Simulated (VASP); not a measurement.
Write the native input for VASP 6.6.1 that does the following.

| Item | Value |
| --- | --- |
| Task | single point |
| Functional | RPBE |
| Potentials or basis | VASP PAW PBE potentials, release 64 (Pb_d, F) |
| Cutoff | 520 eV |
| k mesh | 4 × 4 × 4 |
| Occupations | gaussian, width 0.1 eV |
| Spin | no spin polarisation |
| Dipole correction | no |
| Further INCAR settings | ALGO = Normal; EDIFF = 1e-06; NBANDS = 21 |

The structure of PbF2 lies in POSCAR:

```
PbF2
1.0
    0.0000000000      2.9579484323      2.9579484323
    2.9579484323      0.0000000000      2.9579484323
    2.9579484323      2.9579484323      0.0000000000
Pb F
1 2
Direct
    0.0000000000      0.0000000000      0.0000000000
    0.7500000000      0.7500000000      0.7500000000
    0.2500000000      0.2500000000      0.2500000000
```

These files were run (other wordings do the same):

INCAR

```
SYSTEM = PbF2
  PREC = Accurate
  ENCUT = 520
  EDIFF = 1E-6
  ISMEAR = 0
  SIGMA = 0.1
  LREAL = .FALSE.
  LASPH = .TRUE.
  NELM = 100
  ALGO = Normal
  ISIF = 2
  LWAVE = .FALSE.
  LCHARG = .TRUE.
  GGA = RP
  LELF = .TRUE.
  LVHAR = .TRUE.
  NBANDS = 21
```

KPOINTS

```
regular mesh
0
G
  4 4 4
  0 0 0
```

Potentials or basis: VASP PAW PBE potentials, release 64 (Pb_d, F).

Launch:

```console
$ cat potpaw_PBE.64/Pb_d/POTCAR potpaw_PBE.64/F/POTCAR > POTCAR
$ mpirun -np 1 vasp_std > vasp.out
```

It gave:

```yaml
Pressure: 6.2 GPa
Band_gap_on_the_k_mesh: 4.55 eV, indirect (least direct gap 4.69 eV)
```

Caveat: the k points lie up to 0.46 Å⁻¹ apart; the PAW data sets were made with another functional, which shifts forces and pressure a little; spin-orbit coupling is left out, which moves the levels of the heavy elements.

Wall time 15 s on 1 thread of Intel Xeon 6975P-C, with other jobs on the host, peak memory 0.17 GiB.
